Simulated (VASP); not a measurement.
# Rh (P6_3/mmc) in VASP: a series of runs, part 2 of 2

VASP 6.6.1. The steps go on from the part before.

## (4) Single point, BLYP

Contents of INCAR:

```
PREC = Accurate ; ENCUT = 520
EDIFF = 1E-6 ; ISMEAR = 0
SIGMA = 0.05 ; LREAL = False
LASPH = True ; NELM = 80
ALGO = Normal ; ISIF = 2
LWAVE = False ; LCHARG = False
GGA = B5 ; ALDAX = 1.0
AGGAX = 1.0 ; AGGAC = 1.0
ALDAC = 0.0 ; NBANDS = 22
```

Contents of KPOINTS:

```
regular mesh
0
Gamma
  13 13 7
```

Contents of POSCAR:

```
Rh
1.0
    2.7309790400      0.0000000000      0.0000000000
   -1.3654895200      2.3650972300      0.0000000000
    0.0000000000      0.0000000000      4.4284890000
Rh
2
Direct
    0.6666666700      0.3333333300      0.7500000000
    0.3333333300      0.6666666700      0.2500000000
```

Potentials or basis: VASP PAW PBE potentials, release 64 (Rh_pv).

On the command line:

```console
> cat potpaw_PBE.64/Rh_pv/POTCAR > POTCAR
> mpirun -np 1 vasp_std > vasp.out
```

OUTCAR:

```text
PREC = Accurate
   ENCUT = 520
   EDIFF = 1E-6
   ISMEAR = 0
   LREAL = False
   LASPH = True
   NELM = 80
   ISIF = 2
   GGA = B5

 ion  position               nearest neighbor table
   1  0.667  0.333  0.750-   2 2.72   2 2.72   2 2.72   2 2.72   2 2.72   2 2.72
   2  0.333  0.667  0.250-   1 2.72   1 2.72   1 2.72   1 2.72   1 2.72   1 2.72

  LATTYP: Found a hexagonal cell.
 ALAT       =     2.7309790400
 C/A-ratio  =     1.6215756090

  Lattice vectors:

[... 788 lines left out ...]

------------------------ aborting loop because EDIFF is reached ----------------------------------------

  FORCE on cell =-STRESS in cart. coord.  units (eV):
  Direction    XX          YY          ZZ          XY          YZ          ZX
  --------------------------------------------------------------------------------------
  -------------------------------------------------------------------------------------
  Total        1.8164224      1.8164224      1.6030288      0.0000000     -0.0000000      0.0000000
  in kB      101.7429878    101.7429881     89.7902090      0.0000000     -0.0000000      0.0000000
  external PRESSURE =      97.7587283 kB  Pullay stress =       0.0000000 kB

 VOLUME and BASIS-vectors are now :
 -----------------------------------------------------------------------------
  energy-cutoff  :      520.00
  volume of cell :       28.60
      direct lattice vectors                 reciprocal lattice vectors
     2.730979040  0.000000000  0.000000000     0.366169050  0.211407799  0.000000000
    -1.365489520  2.365097230  0.000000000     0.000000000  0.422815598  0.000000000
     0.000000000  0.000000000  4.428489000     0.000000000  0.000000000  0.225810655

 POSITION                                       TOTAL-FORCE (eV/Angst)
 -----------------------------------------------------------------------------------
      1.36549      0.78837      3.32137        -0.000000     -0.000000      0.000000
     -0.00000      1.57673      1.10712         0.000000      0.000000      0.000000
 -----------------------------------------------------------------------------------
    total drift:                               -0.000005      0.000003     -0.000000

  FREE ENERGIE OF THE ION-ELECTRON SYSTEM (eV)
  ---------------------------------------------------
  free  energy   TOTEN  =       -12.2146353231 eV

  energy  without entropy=      -12.2098545910  energy(sigma->0) =      -12.21224496
```

OSZICAR:

```text
N       E                     dE             d eps       ncg     rms          rms(c)
DAV:   1     0.329487921006E+03    0.32949E+03   -0.19069E+04  3728   0.157E+03
DAV:   2    -0.588241553261E+01   -0.33537E+03   -0.32357E+03  3852   0.472E+02
DAV:   3    -0.130120403836E+02   -0.71296E+01   -0.70893E+01  4326   0.779E+01
DAV:   4    -0.130599724620E+02   -0.47932E-01   -0.47928E-01  4180   0.643E+00
DAV:   5    -0.130607505706E+02   -0.77811E-03   -0.77810E-03  4398   0.841E-01    0.127E+01
DAV:   6    -0.122420679193E+02    0.81868E+00   -0.19903E+00  4062   0.148E+01    0.434E+00
DAV:   7    -0.122194582447E+02    0.22610E-01   -0.31176E-02  4326   0.155E+00    0.205E+00
DAV:   8    -0.122148312281E+02    0.46270E-02   -0.63447E-03  3942   0.905E-01    0.240E-01
DAV:   9    -0.122146206911E+02    0.21054E-03   -0.18616E-04  4494   0.159E-01    0.349E-02
DAV:  10    -0.122146362689E+02   -0.15578E-04   -0.10918E-05  4074   0.317E-02    0.630E-03
DAV:  11    -0.122146353231E+02    0.94587E-06   -0.61413E-07  2736   0.705E-03
   1 F= -.12214635E+02 E0= -.12212245E+02  d E =-.478073E-02
```

stdout:

```text
POSCAR found type information on POSCAR Rh
 POSCAR found :  1 types and       2 ions
 scaLAPACK will be used
 -----------------------------------------------------------------------------
|                                                                             |
|                                                                             |
|     You enforced a specific xc type in the INCAR file but a different       |
|     I HOPE YOU KNOW WHAT YOU ARE DOING!                                     |
|                                                                             |
 -----------------------------------------------------------------------------

 LDA part: xc-table for (Slater(with rela. corr.)+VWN5), standard interpolation
 POSCAR, INCAR and KPOINTS ok, starting setup
 FFT: planning ... GRIDC
 FFT: planning ... GRID_SOFT
 FFT: planning ... GRID
 WAVECAR not read
 entering main loop
```

Wall time 55 s (1 thread of AMD EPYC 7R13 (Zen 3), shared host); peak memory 0.13 GiB.

Results:

- Free energy: -12.2146 eV
- Pressure: 9.8 GPa
- Band gap on the k mesh: zero (band 15 reaches 12.36 eV, above the bottom of band 16 at 10.26 eV)

Stress tensor (GPa, compression positive):
```
10.17  0.00  0.00
 0.00 10.17  0.00
 0.00  0.00  8.98
```

Levels at points of the mesh, in eV from the Fermi level:
```tsv
k point	band 11	band 12	band 13	band 14	band 15	band 16	band 17	band 18	band 19	band 20
(0.00, 0.00, 0.00)	-2.87	-2.39	-2.39	-1.82	-1.82	0.10	0.10	1.03	8.24	16.23
```

Caveat: the PAW data sets were made with another functional, which shifts forces and pressure a little.

## (5) Summary

| level | potentials or basis | gap on the mesh (eV) | pressure (GPa) |
| --- | --- | --- | --- |
| PBEsol | VASP PAW PBE potentials, release 64 (Rh_pv) | none | -13.8 |
| LDA | VASP PAW LDA potentials, release 64 (Rh_pv) | none | -18.8 |
| BLYP | VASP PAW PBE potentials, release 64 (Rh_pv) | none | 9.8 |

Alike in all rows: task single point; no spin polarisation; cell as given; k mesh 13 × 13 × 7; cutoff (eV) 520; smearing gaussian 0.05 eV.

Caveats: the PAW data sets were made with another functional, which shifts forces and pressure a little (some runs).

Absolute energies hang on the potentials; compare differences alone.
